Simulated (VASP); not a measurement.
Here is a VASP 6.6.1 calculation.

The input INCAR:

```
SYSTEM = GaAs
ALGO = Normal ; EDIFF = 1E-8
ENCUT = 500 ; GGA = PE
GGA_COMPAT = .FALSE. ; IBRION = 8
ISIF = 2 ; ISMEAR = 0
LASPH = .TRUE. ; LCHARG = .FALSE.
LREAL = .FALSE. ; LWAVE = .FALSE.
NBANDS = 16 ; NELM = 120
NSW = 1 ; PREC = Accurate
SIGMA = 0.01
```

The input KPOINTS:

```
k-points
0
G
  3 3 3
  0 0 0
```

Contents of POSCAR:

```
GaAs
1.0
    0.0000000000      2.8268500000      2.8268500000
    2.8268500000      0.0000000000      2.8268500000
    2.8268500000      2.8268500000      0.0000000000
Ga As
1 1
Direct
    0.0000000000      0.0000000000      0.0000000000
    0.2500000000      0.2500000000      0.2500000000
```

Potentials or basis: VASP PAW PBE potentials, release 64 (Ga_d, As).

Command:

```bash
$ cat potpaw_PBE.64/Ga_d/POTCAR potpaw_PBE.64/As/POTCAR > POTCAR
$ mpirun -np 1 vasp_std > vasp.out
```

Question: Predict the highest phonon frequency at Γ, LO-TO splitting left out.

Answer: 274 cm⁻¹.

Phonon frequencies in cm⁻¹ (negative: imaginary):
```
              q point        frequencies
(0.000, 0.000, 0.000)  0 0 0 274 274 274
```

Caveat: the k points lie up to 0.64 Å⁻¹ apart; the cell wasn't relaxed at this level first, which shifts response properties.
